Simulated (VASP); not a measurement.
La2O3:

```xyz
5
Lattice="6.2668 0.0000 0.0000 -3.1334 5.4272 0.0000 0.0000 0.0000 3.2998" Properties=species:S:1:pos:R:3 pbc="T T T"
La    0.0000    3.6181    1.6499
La    3.1334    1.8091    1.6499
O     1.5416    2.6701    0.0000
O    -1.5918    2.7571    0.0000
O     3.1836    0.0000    0.0000
```

| Item | Value |
| --- | --- |
| Program | VASP 6.6.1 |
| Task | relaxation of cell and atoms |
| Functional | PBE |
| Potentials or basis | VASP PAW PBE potentials, release 64 (La, O) |
| Cutoff | 600 eV |
| k mesh | 6 × 6 × 8 |
| Occupations | gaussian, width 0.02 eV |
| Spin | no spin polarisation |

At the start: pressure 1.8 GPa; volume 22.45 Å³/atom.

Task: Where does the relaxation end?

Result: Over 13 steps the energy falls by 6.3 meV/atom and the volume is 23.04 Å³/atom (+2.6 %); space group P-62m (No. 189, to 0.1 Å) before, P6/mmm (No. 191, to 0.1 Å).

Step by step:
```tsv
step	energy change (eV)	largest force (eV/Å)	pressure (GPa)	volume (Å³)
1	0.0000	0.0469	1.78	112.23
2	-0.0221	0.0630	-1.06	116.32
3	-0.0241	0.0596	-0.45	115.39
4	-0.0267	0.0557	0.23	115.03
5	-0.0276	0.0569	0.00	115.15
6	-0.0280	0.0543	0.02	115.13
7	-0.0292	0.0422	0.06	115.08
8	-0.0307	0.0254	0.15	114.98
9	-0.0310	0.0113	0.29	114.77
10	-0.0313	0.0028	0.24	114.85
11	-0.0315	0.0011	-0.10	115.27
12	-0.0316	0.0003	-0.01	115.16
13	-0.0316	0.0003	0.01	115.18
```

Final structure:
```
La O
1.0
     6.36372    0.00000    0.00000
    -3.18186    5.51114    0.00000
     0.00000    0.00000    3.28423
La O
2 3
Direct
  0.33333 0.66667 0.50000
  0.66667 0.33333 0.50000
  0.50004 0.50004 0.00000
  0.00000 0.49996 0.00000
  0.49996 0.00000 0.00000
```
